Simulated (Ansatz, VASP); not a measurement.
**LiBe4: VASP beside Ansatz**

The input INCAR:

```
  PREC = Accurate
  ENCUT = 750
  EDIFF = 1E-7
  ISMEAR = 0
  SIGMA = 0.2
  LREAL = F
  LASPH = T
  NELM = 120
  ALGO = Normal
  ISIF = 3
  LWAVE = F
  LCHARG = F
  GGA = PE
  IBRION = 2
  NSW = 36
  EDIFFG = -0.08
  GGA_COMPAT = F
  NELMIN = 4
```

Contents of KPOINTS:

```
Automatic mesh
0
Gamma
  5 5 5
```

File POSCAR:

```
LiBe4
1.0
    3.5753648000      0.0000000000      0.0000000000
   -1.7876824000      3.0963567400      0.0000000000
    0.0000000000      0.0000000000      3.5240004900
Li Be
1 4
Direct
    0.3333333300      0.6666666700      0.0000000000
    0.4852953800      0.5147046200      0.5000000000
    0.4852953800      0.9705907500      0.5000000000
    0.0294092500      0.5147046200      0.5000000000
    0.0000000000      0.0000000000      0.5000000000
```

Input for Ansatz:

```yaml
crystal:
  lattice:
    - [3.5753648, 0.0, 0.0]
    - [-1.7876824, 3.09635674, 0.0]
    - [0.0, 0.0, 3.52400049]
  atoms:
    - { symbol: Li, position: [0.33333333, 0.66666667, 0.0] }
    - { symbol: Be, position: [0.48529538, 0.51470462, 0.5] }
    - { symbol: Be, position: [0.48529538, 0.97059075, 0.5] }
    - { symbol: Be, position: [0.02940925, 0.51470462, 0.5] }
    - { symbol: Be, position: [0.0, 0.0, 0.5] }
basis:
  ecutwfc: 420
kpoints:
  mp_grid: { grid: [5, 5, 5] }
hamiltonian:
  xc: pbe
scf:
  occupations: { method: gaussian, width: 0.2 }
  lower_state_search: "off"
output:
  forces: true
  stress: true
  eigenvalues: true
relax:
  adjacent_minimum: "off"
  f_tol: 0.08
  max_steps: 16
  cell: { stress_tol: 0.8 }
```

Alike in both runs: task relaxation of cell and atoms; functional PBE; k mesh 5 × 5 × 5; occupations gaussian, width 0.2 eV; no spin polarisation.

```csv
,VASP,Ansatz
version,VASP 6.6.1,Ansatz 0.2.0
potentials or method,"VASP PAW PBE potentials, release 64 (Li_sv, Be), cutoff 750 eV","scalar-relativistic, plane waves, PAW"
valence electrons in the cell,11,11
```

Ansatz gave:

| Property | Result |
| --- | --- |
| gap on the k mesh at the Fermi level, each at its own relaxed structure (eV) | none |
| relaxed volume (Å³/atom) | 14.41 |
| relaxed length of the cell vector where the two differ most in proportion (Å) | 4.690 |

Q: Which values does VASP return?

A: gap on the k mesh at the Fermi level, each at its own relaxed structure (eV): none; relaxed volume (Å³/atom): 14.21; relaxed length of the cell vector where the two differ most in proportion (Å): 4.630.

A gap of «none» marks a metal or a gap that the smearing closes.

The k mesh is coarse, so the values compare programs but aren't converged. Noted on VASP's run: the volume moved by over 15 % at a fixed basis, so the end points are rough.
